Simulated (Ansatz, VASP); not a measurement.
# One calculation of InSe, two programs

```
CELL_PARAMETERS angstrom
3.82500 0.00000 0.00000
-1.91250 3.31255 0.00000
0.00000 0.00000 36.72119
ATOMIC_POSITIONS crystal
Se 0.00000 0.00000 0.42665
Se 0.00000 0.00000 0.57332
In 0.66667 0.33333 0.46193
In 0.66667 0.33333 0.53804
```

Alike in both runs: task single point; functional PBE; dispersion D3(BJ); k mesh 9 × 9 × 1; occupations gaussian, width 0.02 eV; no spin polarisation.

```csv
,VASP,Ansatz
version,VASP 6.6.1,Ansatz 0.2.0
potentials or method,"VASP PAW PBE potentials, release 64 (Se, In_d), cutoff 520 eV","scalar-relativistic, plane waves, PAW"
valence electrons in the cell,38,58
```

VASP gave:

* gap on the k mesh at the Fermi level (eV): 2.26
* least direct gap on the mesh (eV): 2.30
* rms of the force components (eV/Å): 0.549

Task: Which values does Ansatz return?

Result: gap on the k mesh at the Fermi level (eV): 2.27; least direct gap on the mesh (eV): 2.30; rms of the force components (eV/Å): 0.538.

VASP's potentials hold 38 valence electrons a cell and Ansatz's 58, so a difference there can come from the potentials and not from the codes.
